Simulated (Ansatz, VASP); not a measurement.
This is a calculation of Pb for VASP 6.6.1.

INCAR

```
PREC = Accurate
ENCUT = 520
EDIFF = 1E-6
ISMEAR = -1
SIGMA = 0.05
LREAL = False
LASPH = True
NELM = 100
ALGO = Fast
ISIF = 2
LWAVE = False
LCHARG = False
GGA = CA
NBANDS = 13
```

The input KPOINTS:

```
regular mesh
0
Gamma
  9 9 9
```

Contents of POSCAR:

```
Pb
1.0
   -1.9529041306      1.9529041306      1.9529041306
    1.9529041306     -1.9529041306      1.9529041306
    1.9529041306      1.9529041306     -1.9529041306
Pb
1
Direct
    0.0000000000      0.0000000000      0.0000000000
```

Potentials or basis: VASP PAW LDA potentials, release 64 (Pb_d).

Run with:

```bash
$ cat potpaw_LDA.64/Pb_d/POTCAR > POTCAR
$ mpirun -np 1 vasp_std > vasp.out
```

Translate it to Ansatz 0.2.0. Potentials there: Ansatz PAW.

As run (the cutoff follows the program's own potentials):

Contents of input.yaml:

```yaml
crystal:
  lattice:
    - [-1.9529041306, 1.9529041306, 1.9529041306]
    - [1.9529041306, -1.9529041306, 1.9529041306]
    - [1.9529041306, 1.9529041306, -1.9529041306]
  atoms:
    - { symbol: Pb, position: [0.0, 0.0, 0.0] }
hamiltonian:
  xc: lda
  pseudopotentials: { kind: paw }
kpoints:
  mp_grid: { grid: [9, 9, 9] }
scf:
  occupations: { method: fermi_dirac, width: 0.05 }
output:
  forces: true
  stress: true
  eigenvalues: true
```

Potentials or basis: Ansatz PAW.

Launch:

```sh
$ ansatz run input.yaml --threads 2 --pin off --max-ram 5632MiB --backend cpu --events-out ev --progress --plain --runs-dir out
```

Both were run:

|  | VASP | Ansatz | Ansatz less VASP |
| --- | --- | --- | --- |
| gap on the k mesh at the Fermi level (eV) | none | none | - |
| pressure (GPa) | -1.7 | -1.8 | -0.08 |

LDA's correlation is that of Perdew and Zunger in VASP and of Perdew and Wang (1992) in Ansatz. A gap of «none» marks a metal or a gap that the smearing closes.

Neither program's run includes spin-orbit coupling.
